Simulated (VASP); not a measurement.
Set up this calculation in VASP 6.6.1, as the native input.

```yaml
Task: single point
Functional: PBEsol
Potentials_or_basis: VASP PAW PBE potentials, release 64 (Al, N)
Cutoff: 520 eV
k_mesh: 8 × 8 × 8
Occupations: gaussian, width 0.01 eV
Spin: no spin polarisation
Dipole_correction: no
Further_INCAR_settings: ALGO = Normal; EDIFF = 1e-06; NBANDS = 11
```

The structure of AlN lies in POSCAR:

```
AlN
1.0
    0.0000000000      2.0277347024      2.0277347024
    2.0277347024      0.0000000000      2.0277347024
    2.0277347024      2.0277347024      0.0000000000
Al N
1 1
Direct
    0.0000000000      0.0000000000      0.0000000000
    0.5000000000      0.5000000000      0.5000000000
```

The input as run:

INCAR

```
SYSTEM = AlN
PREC     = Accurate       ! precision mode
ENCUT    = 520            ! plane-wave cutoff, eV
EDIFF    = 1E-6           ! SCF threshold, eV
ISMEAR   = 0              ! smearing method
SIGMA    = 0.01           ! smearing width, eV
LREAL    = .FALSE.        ! projectors in reciprocal space
LASPH    = .TRUE.         ! aspherical terms in the spheres
NELM     = 100            ! most SCF steps
ALGO     = Normal         ! electronic algorithm
ISIF     = 2              ! what is computed and relaxed
LWAVE    = .FALSE.        ! write WAVECAR
LCHARG   = .TRUE.         ! write CHGCAR
GGA      = PS             ! functional
LELF     = .TRUE.         ! ELF
LVHAR    = .TRUE.       
NBANDS   = 11             ! bands
```

KPOINTS

```
regular mesh
0
G
  8 8 8
  0 0 0
```

Potentials or basis: VASP PAW PBE potentials, release 64 (Al, N).

Launch:

```sh
$ cat potpaw_PBE.64/Al/POTCAR potpaw_PBE.64/N/POTCAR > POTCAR
$ mpirun -np 1 vasp_std > vasp.out
```

It gave:

```yaml
Pressure: -2.1 GPa
Band_gap_on_the_k_mesh: 4.47 eV, indirect (least direct gap 5.54 eV)
```

Caveat: the PAW data sets were made with another functional, which shifts forces and pressure a little.

Wall time 3.7 s on 1 thread of Intel(R) Xeon(R) Platinum 8488C (Sapphire Rapids), with other jobs on the host, peak memory 0.13 GiB.
